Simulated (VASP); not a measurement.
A run of VASP 6.6.1 is set up as follows.

Contents of INCAR:

```
PREC = Accurate
ENCUT = 600
EDIFF = 1E-6
ISMEAR = -1
SIGMA = 0.15
LREAL = False
LASPH = True
NELM = 60
ALGO = Normal
ISIF = 3
LWAVE = False
LCHARG = False
GGA = PE
IBRION = 2
NSW = 80
EDIFFG = -0.001
```

The input KPOINTS:

```
regular mesh
0
Gamma
  20 20 20
```

File POSCAR:

```
W
1.0
   -1.5917793224      1.5917793224      1.5917793224
    1.5917793224     -1.5917793224      1.5917793224
    1.5917793224      1.5917793224     -1.5917793224
W
1
Direct
    0.0000000000      0.0000000000      0.0000000000
```

Potentials or basis: VASP PAW PBE potentials, release 64 (W_sv).

Command:

```sh
$ cat potpaw_PBE.64/W_sv/POTCAR > POTCAR
$ mpirun -np 1 vasp_std > vasp.out
```

**Question.** Estimate the band gap on the k mesh.

**Answer.** Zero (band 7 reaches 16.19 eV, above the bottom of band 8 at 9.97 eV).

**Question.** Estimate the relaxed cell.

**Answer.** a = 2.759 Å, b = 2.759 Å, c = 2.759 Å, α = 109.47°, β = 109.47°, γ = 109.47°.

**Question.** Predict the space group after relaxing (to 0.05 Å).

**Answer.** Im-3m (No. 229).

Final structure:
```
W
1.0
    -1.59284    1.59284    1.59284
     1.59284   -1.59284    1.59284
     1.59284    1.59284   -1.59284
W
1
Direct
  0.00000 0.00000 0.00000
```

Caveat: spin-orbit coupling is left out, which moves the levels of the heavy elements.
